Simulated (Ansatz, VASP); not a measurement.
**Al2Cu: VASP beside Ansatz**

```
CELL_PARAMETERS angstrom
0.00000 3.02454 3.02454
3.02454 0.00000 3.02454
3.02454 3.02454 0.00000
ATOMIC_POSITIONS crystal
Al 0.25000 0.25000 0.25000
Al 0.75000 0.75000 0.75000
Cu 0.00000 0.00000 0.00000
```

Alike in both runs: task relaxation of cell and atoms; functional PBEsol; k mesh 6 × 6 × 6; occupations gaussian, width 0.1 eV; no spin polarisation.

|  | VASP | Ansatz |
| --- | --- | --- |
| version | VASP 6.6.1 | Ansatz 0.2.0 |
| potentials or method | VASP PAW PBE potentials, release 64 (Al, Cu), cutoff 600 eV | scalar-relativistic, plane waves, PAW |
| valence electrons in the cell | 17 | 25 |

|  | VASP | Ansatz | Ansatz less VASP |
| --- | --- | --- | --- |
| gap on the k mesh at the Fermi level, each at its own relaxed structure (eV) | none | none | - |
| relaxed volume (Å³/atom) | 15.66 | 15.64 | -0.021 |
| relaxed cell length with the largest relative difference (Å) | 4.050 | 4.048 | -0.0018 |

VASP's potentials were made for PBE, not for PBEsol. A gap of «none» marks a metal or a gap that the smearing closes. VASP's potentials hold 17 valence electrons a cell and Ansatz's 25, so a difference there can come from the potentials and not from the codes.

Noted on VASP's run: the volume moved by over 15 % at a fixed basis, so the end points are rough.
